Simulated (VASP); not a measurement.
Wanted: the native input for a VASP 6.6.1 run.

```
Task                   : electric field gradients
Functional             : PBE
Potentials or basis    : VASP PAW PBE potentials, release 64 (V_sv, Si)
Cutoff                 : 520 eV
k mesh                 : 13 × 13 × 13
Occupations            : fermi-dirac, width 0.03 eV
Spin                   : collinear spin, ferromagnetic start
Starting moments       : [1.5, 0.0] μB
Dipole correction      : no
Further INCAR settings : ALGO = Normal; EDIFF = 1e-08; NBANDS = 20
```

The structure of VSi (rocksalt type) lies in POSCAR:

```
VSi
1.0
    0.0000000000      2.4598431508      2.4598431508
    2.4598431508      0.0000000000      2.4598431508
    2.4598431508      2.4598431508      0.0000000000
V Si
1 1
Direct
    0.0000000000      0.0000000000      0.0000000000
    0.5000000000      0.5000000000      0.5000000000
```

The input as run:

INCAR

```
SYSTEM = VSi
PREC = Accurate
ENCUT = 520
EDIFF = 1E-8
ISMEAR = -1
SIGMA = 0.03
LREAL = .False.
LASPH = .True.
NELM = 150
ALGO = Normal
ISIF = 2
LWAVE = .False.
LCHARG = .False.
ISPIN = 2
MAGMOM = 1.5 0
LORBIT = 11
LMAXMIX = 4
GGA = PE
LEFG = .True.
NBANDS = 20
```

KPOINTS

```
regular mesh
0
Gamma
  13 13 13
  0 0 0
```

Potentials or basis: VASP PAW PBE potentials, release 64 (V_sv, Si).

Launch:

```console
$ cat potpaw_PBE.64/V_sv/POTCAR potpaw_PBE.64/Si/POTCAR > POTCAR
$ mpirun -np 1 vasp_std > vasp.out
```

Results of the run:

| Item | Value |
| --- | --- |
| Pressure | -2.6 GPa |
| Net moment | 0.00 μB per cell |
| Largest electric field gradient by atom | zero within the noise of the run |
| Valence electrons inside the program's atomic spheres | V 11.58; Si 1.74 |

Wall time 67 s on 1 thread of Intel(R) Xeon(R) 6975P-C (Granite Rapids) (shared host), peak memory 0.22 GiB.
